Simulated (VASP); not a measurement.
# Cr3N (Pmmm) in VASP: single point with PBE

Aim: the single point of Cr3N with PBE.

All numbers are computed with VASP 6.6.1; they aren't measurements. Logs are shortened: lines on timing, memory, paths and dates and some standing lists are left out, and cuts for length are marked.

## Step 1: The cell of the first run

Symmetry: Pmmm, No. 47, orthorhombic system. The conventional cell has a = 2.817 Å, b = 3.403 Å, c = 4.235 Å, α = 90.00°, β = 90.00°, γ = 90.00°. Within 2.9 Å of Cr (site symmetry mmm) lie 10 Cr at 2.21 to 2.82 Å and 4 N at 2.54 Å. Cr (site symmetry mmm) has 4 N at 2.21 Å and 10 Cr at 2.54 to 2.82 Å within 2.9 Å. Cr (site symmetry mmm) has 10 Cr at 2.21 to 2.82 Å and 4 N at 2.72 Å within 2.9 Å. N (site symmetry mmm) has 12 Cr at 2.21 to 2.72 Å and 2 N at 2.82 Å within 2.9 Å.

The cell was generated, and may not be a known phase.

## Step 2: Single point, PBE, collinear spin, ferrimagnetic start

Contents of INCAR:

```
SYSTEM = Cr3N
PREC = Accurate
ENCUT = 520
EDIFF = 1E-7
ISMEAR = 0
SIGMA = 0.1
LREAL = .False.
LASPH = .True.
NELM = 150
ALGO = Normal
ISIF = 2
LWAVE = .False.
LCHARG = .True.
ISPIN = 2
MAGMOM = -3 3 3 0
LORBIT = 11
LMAXMIX = 4
GGA = PE
LELF = .True.
LVHAR = .True.
NBANDS = 32
```

Contents of KPOINTS:

```
Automatic mesh
0
Gamma
  6 6 6
  0 0 0
```

Contents of POSCAR:

```
Cr3N
1.0
    3.4033395066      0.0000000000      0.0000000000
    0.0000000000      4.2345488674      0.0000000000
    0.0000000000      0.0000000000      2.8170135907
Cr N
3 1
Direct
    0.0000000000      0.5000000000      0.5000000000
    0.5000000000      0.0000000000      0.5000000000
    0.5000000000      0.5000000000      0.0000000000
    0.0000000000      0.0000000000      0.0000000000
```

Potentials or basis: VASP PAW PBE potentials, release 64 (Cr_pv, N).

Command:

```console
$ cat potpaw_PBE.64/Cr_pv/POTCAR potpaw_PBE.64/N/POTCAR > POTCAR
$ mpirun -np 1 vasp_std > vasp.out
```

OUTCAR:

```text
SYSTEM = Cr3N
   PREC = Accurate
   ENCUT = 520
   EDIFF = 1E-7
   ISMEAR = 0
   LREAL = .False.
   LASPH = .True.
   NELM = 150
   ISIF = 2
   ISPIN = 2
   LORBIT = 11
   GGA = PE

 ion  position               nearest neighbor table
   1  0.000  0.500  0.500-   3 2.21   3 2.21   3 2.21   3 2.21   2 2.72   2 2.72   2 2.72   2 2.72

   2  0.500  0.000  0.500-   4 2.21   4 2.21   4 2.21   4 2.21   3 2.54   3 2.54   3 2.54   3 2.54
                             1 2.72   1 2.72   1 2.72   1 2.72
   3  0.500  0.500  0.000-   1 2.21   1 2.21   1 2.21   1 2.21   2 2.54   2 2.54   2 2.54   2 2.54

   4  0.000  0.000  0.000-   2 2.21   2 2.21   2 2.21   2 2.21

  LATTYP: Found a simple orthorhombic cell.
 ALAT       =     2.8170135907
 B/A-ratio  =     1.2081374111
 C/A-ratio  =     1.5032049832

  Lattice vectors:

 A1 = (   0.0000000000,   0.0000000000,   2.8170135907)
 A2 = (   3.4033395066,   0.0000000000,   0.0000000000)
 A3 = (   0.0000000000,   4.2345488674,   0.0000000000)

Analysis of symmetry for initial positions (statically):
=====================================================================
 Subroutine PRICEL returns:
 Original cell was already a primitive cell.

 Routine SETGRP: Setting up the symmetry group for a
 simple orthorhombic supercell.

 Subroutine GETGRP returns: Found  8 space group operations
 (whereof  8 operations were pure point group operations)
 out of a pool of  8 trial point group operations.

The static configuration has the point symmetry D_2h.

Analysis of symmetry for dynamics (positions and initial velocities):
=====================================================================
 Subroutine PRICEL returns:
 Original cell was already a primitive cell.

 Routine SETGRP: Setting up the symmetry group for a
 simple orthorhombic supercell.

 Subroutine GETGRP returns: Found  8 space group operations
 (whereof  8 operations were pure point group operations)
 out of a pool of  8 trial point group operations.

The dynamic configuration has the point symmetry D_2h.

Analysis of structural, dynamic, and magnetic symmetry:
=====================================================================
 Subroutine PRICEL returns:
 Original cell was already a primitive cell.

 Routine SETGRP: Setting up the symmetry group for a
 simple orthorhombic supercell.

 Subroutine GETGRP returns: Found  8 space group operations
 (whereof  8 operations were pure point group operations)
 out of a pool of  8 trial point group operations.

The overall configuration has the point symmetry D_2h.

 Subroutine INISYM returns: Found  8 space group operations
 (whereof  8 operations are pure point group operations),
 and found     1 'primitive' translations
[... 130 lines left out ...]
 spin polarized calculation
 Gauss-broadening in eV      SIGMA  =   0.10
  energy-cutoff  :      520.00
  volume of cell :       40.60
 maximum number of plane-waves:      1112
 NGX is ok and might be reduce to    28
   NGX = 13   NGY = 15   NGZ = 11

 number of electron      41.0000018 magnetization       0.0497346

 number of electron      41.0000019 magnetization      -0.0747612

 Free energy of the ion-electron system (eV)
  ---------------------------------------------------
  ext. energy  EPLUGINS =         0.00000000
  ---------------------------------------------------
  free energy    TOTEN  =       -34.25904271 eV

  energy without entropy =      -34.23433055  energy(sigma->0) =      -34.24668663

 E-fermi :  10.9613     XC(G=0): -13.5876

 val. band max:       10.9608615763   @ k =   0.1667   0.5000   0.5000
 cond. band min:      10.9618084120   @ k =   0.0000   0.5000   0.0000
 fundamental gap:      0.0009468356
 Fermi energy:        10.9613235254

 spin component 1

 k-point     1 :       0.0000    0.0000    0.0000
  band No.  band energies     occupation
      1     -32.9684      1.00000
      2     -32.5988      1.00000
      3     -32.5800      1.00000
      4     -32.5017      1.00000
      5     -32.3828      1.00000
      6     -31.9058      1.00000
[... 829 lines left out ...]
     31      17.9708      0.00000
     32      18.2741      0.00000

 [... further k-points ...]

 spin component 2

 k-point     1 :       0.0000    0.0000    0.0000
  band No.  band energies     occupation
      1     -33.0163      1.00000
      2     -32.5928      1.00000
      3     -32.5823      1.00000
      4     -32.4403      1.00000
      5     -32.3634      1.00000
      6     -32.0458      1.00000
[... 829 lines left out ...]
     31      18.0438      0.00000
     32      18.2623      0.00000

 [... further k-points ...]

------------------------ aborting loop because EDIFF is reached ----------------------------------------

  FORCE on cell =-STRESS in cart. coord.  units (eV):
  Direction    XX          YY          ZZ          XY          YZ          ZX
  --------------------------------------------------------------------------------------
  -------------------------------------------------------------------------------------
  Total        0.1430526     -0.3881883     -0.5662451      0.0000000      0.0000000      0.0000000
  in kB        5.6455313    -15.3197499    -22.3467134      0.0000000      0.0000000      0.0000000
  external PRESSURE =     -10.6736440 kB  Pullay stress =       0.0000000 kB

 VOLUME and BASIS-vectors are now :
 -----------------------------------------------------------------------------
  energy-cutoff  :      520.00
  volume of cell :       40.60
      direct lattice vectors                 reciprocal lattice vectors
     3.403339507  0.000000000  0.000000000     0.293829046  0.000000000  0.000000000
     0.000000000  4.234548867  0.000000000     0.000000000  0.236152665  0.000000000
     0.000000000  0.000000000  2.817013591     0.000000000  0.000000000  0.354985863

 POSITION                                       TOTAL-FORCE (eV/Angst)
 -----------------------------------------------------------------------------------
      0.00000      2.11727      1.40851         0.000000      0.000000      0.000000
      1.70167      0.00000      1.40851         0.000000      0.000000      0.000000
      1.70167      2.11727      0.00000         0.000000      0.000000      0.000000
      0.00000      0.00000      0.00000         0.000000      0.000000      0.000000
 -----------------------------------------------------------------------------------
    total drift:                                0.000000      0.000000      0.000000

  FREE ENERGIE OF THE ION-ELECTRON SYSTEM (eV)
  ---------------------------------------------------
  free  energy   TOTEN  =       -34.2590427120 eV

  energy  without entropy=      -34.2343305477  energy(sigma->0) =      -34.24668663

 total charge

# of ion       s       p       d       tot
------------------------------------------
    1        0.393   6.354   4.490  11.237
    2        0.339   6.309   4.235  10.883
    3        0.453   6.383   4.504  11.340
    4        1.288   2.217   0.000   3.505
--------------------------------------------------
tot          2.473  21.263  13.228  36.964

 magnetization (x)

# of ion       s       p       d       tot
------------------------------------------
    1       -0.003  -0.003  -0.213  -0.219
    2        0.001   0.001   0.051   0.053
    3        0.001  -0.004   0.095   0.091
    4       -0.000   0.003   0.000   0.003
--------------------------------------------------
tot         -0.001  -0.004  -0.068  -0.073
```

OSZICAR:

```text
N       E                     dE             d eps       ncg     rms          rms(c)
DAV:   1     0.481278319049E+03    0.48128E+03   -0.22894E+04  8200   0.160E+03
DAV:   2    -0.107376787216E+02   -0.49202E+03   -0.46863E+03  8376   0.475E+02
DAV:   3    -0.372309996538E+02   -0.26493E+02   -0.25450E+02  9416   0.123E+02
DAV:   4    -0.377939437012E+02   -0.56294E+00   -0.56025E+00  9136   0.168E+01
[... 21 lines left out ...]
DAV:  26    -0.342590392946E+02   -0.84136E-05   -0.84262E-05 10000   0.595E-02    0.107E-02
DAV:  27    -0.342590416652E+02   -0.23706E-05   -0.14370E-04 12640   0.864E-02    0.799E-03
DAV:  28    -0.342590425853E+02   -0.92008E-06   -0.64752E-06  9096   0.198E-02    0.265E-03
DAV:  29    -0.342590427096E+02   -0.12435E-06   -0.76472E-07  9032   0.672E-03    0.139E-03
DAV:  30    -0.342590427120E+02   -0.23647E-08   -0.16107E-07  5432   0.393E-03
   1 F= -.34259043E+02 E0= -.34246687E+02  d E =-.247122E-01  mag=    -0.0748
```

Run time: 4.6 min. Hardware: 1 thread of Intel Xeon Platinum 8259CL at 2.50GHz (Skylake/Cascade Lake), shared host; peak memory 0.25 GiB.

Results:

* Free energy: -34.2590 eV
* Pressure: -1.1 GPa
* Net moment: -0.07 μB per cell
* Site moments: Cr -0.22, +0.05, +0.09; N +0.00 μB
* Valence electrons inside the program's atomic spheres: Cr 11.24, 10.88, 11.34; N 3.50

Caveat: the k points lie up to 0.37 Å⁻¹ apart.
